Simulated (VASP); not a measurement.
Write the native input for VASP 6.6.1 that does the following.

```yaml
Task: single point
Functional: BLYP
Dispersion: D4
Potentials_or_basis: VASP PAW PBE potentials, release 64 (Hf_pv, O)
Cutoff: 520 eV
k_mesh: 9 × 9 × 9
Occupations: fermi-dirac, width 0.05 eV
Spin: no spin polarisation
Dipole_correction: no
Further_INCAR_settings: ALGO = Normal; EDIFF = 1e-06; NBANDS = 18
```

The structure of HfO2 lies in POSCAR:

```
HfO2
1.0
    0.0000000000      2.6076597933      2.6076597933
    2.6076597933      0.0000000000      2.6076597933
    2.6076597933      2.6076597933      0.0000000000
Hf O
1 2
Direct
    0.0000000000      0.0000000000      0.0000000000
    0.7500000000      0.7500000000      0.7500000000
    0.2500000000      0.2500000000      0.2500000000
```

These files were run (other wordings do the same):

INCAR

```
  AGGAC = 1.0
  AGGAX = 1.0
  ALDAC = 0.0
  ALDAX = 1.0
  ALGO = Normal
  EDIFF = 1E-6
  ENCUT = 520
  GGA = B5
  ISIF = 2
  ISMEAR = -1
  IVDW = 13
  LASPH = True
  LCHARG = False
  LREAL = False
  LWAVE = False
  NBANDS = 18
  NELM = 60
  PREC = Accurate
  SIGMA = 0.05
  VDW_A1 = 0.44488865
  VDW_A2 = 4.0933009
  VDW_S6 = 1.0
  VDW_S8 = 2.34076671
```

KPOINTS

```
k-points
0
Gamma
  9 9 9
```

Potentials or basis: VASP PAW PBE potentials, release 64 (Hf_pv, O).

Run with:

```bash
$ cat potpaw_PBE.64/Hf_pv/POTCAR potpaw_PBE.64/O/POTCAR > POTCAR
$ mpirun -np 1 vasp_std > vasp.out
```

It gave:

| Property | Result |
| --- | --- |
| Pressure | -16.7 GPa |
| Band gap on the k mesh | 3.72 eV, indirect (least direct gap 3.83 eV) |
| Dispersion energy per atom | -0.328 eV |

Caveat: the PAW data sets were made with another functional, which shifts forces and pressure a little; spin-orbit coupling is left out, which moves the levels of the heavy elements.

Wall time 20 s on 1 thread of Intel(R) Xeon(R) 6975P-C (Granite Rapids) (shared host), peak memory 0.16 GiB.
